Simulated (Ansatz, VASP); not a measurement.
One calculation of MoS2, two programs

File INCAR:

```
SYSTEM = MoS2
PREC = Accurate
ENCUT = 400
EDIFF = 1E-8
ISMEAR = 1
SIGMA = 0.01
LREAL = .False.
LASPH = .True.
NELM = 200
ALGO = Normal
ISIF = 2
LWAVE = .False.
LCHARG = .False.
ISPIN = 2
MAGMOM = 2 2 0 0 0 0
LORBIT = 11
LMAXMIX = 4
GGA = PE
LEFG = .True.
NBANDS = 39
GGA_COMPAT = .False.
```

File KPOINTS:

```
Automatic mesh
0
Gamma
  11 11 3
  0 0 0
```

The input POSCAR:

```
MoS2
1.0
    3.1690000000      0.0000000000      0.0000000000
   -1.5845000000      2.7444345046      0.0000000000
    0.0000000000      0.0000000000     12.3240000000
Mo S
2 4
Direct
    0.3333333333      0.6666666667      0.2500000000
    0.6666666667      0.3333333333      0.7500000000
    0.3333333333      0.6666666667      0.6230000000
    0.6666666667      0.3333333333      0.1230000000
    0.3333333333      0.6666666667      0.8770000000
    0.6666666667      0.3333333333      0.3770000000
```

Input for Ansatz:

```yaml
crystal:
  lattice:
    - [3.169, 0.0, 0.0]
    - [-1.5845, 2.7444345046, 0.0]
    - [0.0, 0.0, 12.324]
  atoms:
    - { symbol: Mo, position: [0.3333333333, 0.6666666667, 0.25], spin: 2.0 }
    - { symbol: Mo, position: [0.6666666667, 0.3333333333, 0.75], spin: 2.0 }
    - { symbol: S, position: [0.3333333333, 0.6666666667, 0.623] }
    - { symbol: S, position: [0.6666666667, 0.3333333333, 0.123] }
    - { symbol: S, position: [0.3333333333, 0.6666666667, 0.877] }
    - { symbol: S, position: [0.6666666667, 0.3333333333, 0.377] }
magnetization:
  spin_polarized: true
kpoints:
  mp_grid: { grid: [11, 11, 3] }
scf:
  occupations: { method: cold, width: 0.01 }
  convergence: { dr2_threshold: 1.0e-08 }
hamiltonian:
  xc: pbe
  pseudopotentials: { kind: paw }
output:
  forces: true
  stress: true
  populations: true
  efg:
    quadrupole_moments_barn: { Mo: -0.022, S: -0.0694 }
    contact_densities: true
```

Alike in both runs: task electric field gradients; functional PBE; k mesh 11 × 11 × 3; collinear spin.

```csv
,VASP,Ansatz
version,VASP 6.6.1,Ansatz 0.2.0
potentials or method,"VASP PAW PBE potentials, release 64 (Mo_sv, S)","plane-wave PAW, scalar-relativistic"
plane-wave cutoff (eV),400,420
occupations,"methfessel-paxton of order 1, width 0.01 eV","cold, width 0.01 eV"
valence electrons in the cell,52,52
```

```tsv
	VASP	Ansatz	Ansatz less VASP
gap on the k mesh at the Fermi level (eV)	0.89	0.88	-0.015
pressure (GPa)	1.6	2.0	+0.40
traceless stress, the component that is largest in VASP (GPa)	0.24	0.28	+0.033
rms of the force components (eV/Å)	0.035	0.031	-0.0045
net moment per atom (μB)	0.00	0.00	0.000
size of Vzz on the site where it differs most (V/Å²)	78.7	75.3	-3.36
```

Atom by atom the forces differ by 0.005 eV/Å (rms over components). Ansatz's warnings: seeded moment not kept, stability check not made, stress scf threshold loose.
